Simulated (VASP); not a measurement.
Runs of VASP 6.6.1 on Cr. The structure is that of space group Im-3m (No. 229), or close to it. The cells are those of the table. 

| cell | gap on the mesh (eV) | pressure (GPa) |
| --- | --- | --- |
| a = 2.664 Å, angles 108.5, 108.5, 111.5°, 1 atom | none | -36.1 |
| a = 2.332 Å, angles 110.6, 110.6, 107.2°, 1 atom | none | 62.8 |
| a = 2.398 Å, angles 109.5°, 1 atom | none | (b) |
| a = 2.365 Å, angles 108.3, 108.3, 111.8°, 1 atom | none | 42.8 |
| a = 2.465 Å, angles 108.4, 108.4, 111.7°, 1 atom | none | 0.7 |
| a = 2.631 Å, angles 110.5, 110.5, 107.4°, 1 atom | none | -32.8 |
| a = 2.697 Å, angles 109.5°, 1 atom | none | -38.7 |
| a = 2.531 Å, angles 110.5, 110.5, 107.3°, 1 atom | none | -16.9 |
| a = 2.597 Å, angles 109.5°, 1 atom | none | -28.8 |
| a = 2.565 Å, angles 108.4, 108.4, 111.6°, 1 atom | none | (a) |
| a = 2.298 Å, angles 109.5°, 1 atom | none | 85.3 |
| a = 2.431 Å, angles 110.6, 110.6, 107.3°, 1 atom | none | 12.5 |

Alike in all rows: task single point; level PBE; potentials or basis VASP PAW PBE potentials, release 64 (Cr_pv); no spin polarisation; k mesh 24 × 24 × 24; cutoff (eV) 520; smearing gaussian 0.15 eV.

Q: Fill in the values left out.

A: (a) -23.4; (b) 25.7.

Caveats: the run has no spin polarisation, though such a crystal can be magnetic.

A gap of «none» marks levels without a gap at the run's occupations.
